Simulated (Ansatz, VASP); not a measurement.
# Ti in VASP and in Ansatz

The input INCAR:

```
SYSTEM = Ti
ALGO = Fast
EDIFF = 1E-6
ENCUT = 520
GGA = PS
ISIF = 2
ISMEAR = 0
LASPH = .True.
LCHARG = .False.
LREAL = .False.
LWAVE = .False.
NBANDS = 12
NELM = 100
PREC = Accurate
SIGMA = 0.15
```

KPOINTS

```
k-points
0
Gamma
  26 26 26
  0 0 0
```

File POSCAR:

```
Ti
1.0
   -1.6853718662      1.6853718662      1.6853718662
    1.6853718662     -1.6853718662      1.6853718662
    1.6853718662      1.6853718662     -1.6853718662
Ti
1
Direct
    0.0000000000      0.0000000000      0.0000000000
```

Input for Ansatz:

```yaml
crystal:
  lattice:
    - [-1.6853718662, 1.6853718662, 1.6853718662]
    - [1.6853718662, -1.6853718662, 1.6853718662]
    - [1.6853718662, 1.6853718662, -1.6853718662]
  atoms:
    - { symbol: Ti, position: [0.0, 0.0, 0.0] }
basis:
  ecutwfc: 420
kpoints:
  mp_grid: { grid: [26, 26, 26] }
hamiltonian:
  xc: pbesol
scf:
  occupations: { method: gaussian, width: 0.15 }
output:
  forces: true
  stress: true
  eigenvalues: true
```

Change from the starting cell: strain +0.050 along x and y, +0.050 along z, atoms carried along.

Alike in both runs: task single point; functional PBEsol; k mesh 26 × 26 × 26; occupations gaussian, width 0.15 eV; no spin polarisation.

```csv
,VASP,Ansatz
version,VASP 6.6.1,Ansatz 0.2.0
potentials or method,"VASP PAW PBE potentials, release 64 (Ti_sv), cutoff 520 eV","scalar-relativistic, plane waves, PAW"
valence electrons in the cell,12,12
```

```csv
,VASP,Ansatz,Ansatz less VASP
gap on the k mesh at the Fermi level (eV),none,none,-
pressure (GPa),-13.0,-12.8,+0.13
```

VASP's potentials were made for PBE, not for PBEsol. A gap of «none» marks a metal or a gap that the smearing closes.
